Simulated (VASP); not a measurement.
A run of VASP 6.6.1 is set up as follows.

INCAR

```
SYSTEM = CsBi2
PREC     = Accurate       ! precision mode
ENCUT    = 500            ! plane-wave cutoff, eV
EDIFF    = 1E-7           ! SCF threshold, eV
ISMEAR   = 1              ! smearing method
SIGMA    = 0.05           ! smearing width, eV
LREAL    = .False.        ! projectors in reciprocal space
LASPH    = .True.         ! aspherical terms in the spheres
NELM     = 120            ! most SCF steps
ALGO     = Normal         ! electronic algorithm
ISIF     = 3              ! what is computed and relaxed
LWAVE    = .False.        ! write WAVECAR
LCHARG   = .False.        ! write CHGCAR
GGA      = PS             ! functional
IBRION   = 2              ! ionic algorithm
NSW      = 80             ! ionic steps
EDIFFG   = -0.03          ! ionic threshold
GGA_COMPAT= .False.      
NELMIN   = 4
```

KPOINTS

```
Automatic mesh
0
Gamma
  4 4 4
  0 0 0
```

File POSCAR:

```
CsBi2
1.0
    0.0000000000      4.8795880000      4.8795880000
    4.8795880000      0.0000000000      4.8795880000
    4.8795880000      4.8795880000      0.0000000000
Cs Bi
2 4
Direct
    1.0000000000      1.0000000000      1.0000000000
    0.2500000000      0.2500000000      0.2500000000
    0.1250000000      0.6250000000      0.6250000000
    0.6250000000      0.6250000000      0.6250000000
    0.6250000000      0.1250000000      0.6250000000
    0.6250000000      0.6250000000      0.1250000000
```

Potentials or basis: VASP PAW PBE potentials, release 64 (Cs_sv, Bi_d).

Run with:

```console
$ cat potpaw_PBE.64/Cs_sv/POTCAR potpaw_PBE.64/Bi_d/POTCAR > POTCAR
$ mpirun -np 1 vasp_std > vasp.out
```

Predict the relaxed volume.

37.34 Å³/atom.

Predict the space group after relaxing (to 0.1 Å).

Fd-3m (No. 227).

Step by step:
```csv
step,energy change (eV),largest force (eV/Å),pressure (GPa),volume (Å³)
1,0.0000,0.0000,-1.04,232.37
2,-0.0278,0.0000,-0.01,224.06
```

Caveat: the PAW data sets were made with another functional, which shifts forces and pressure a little.
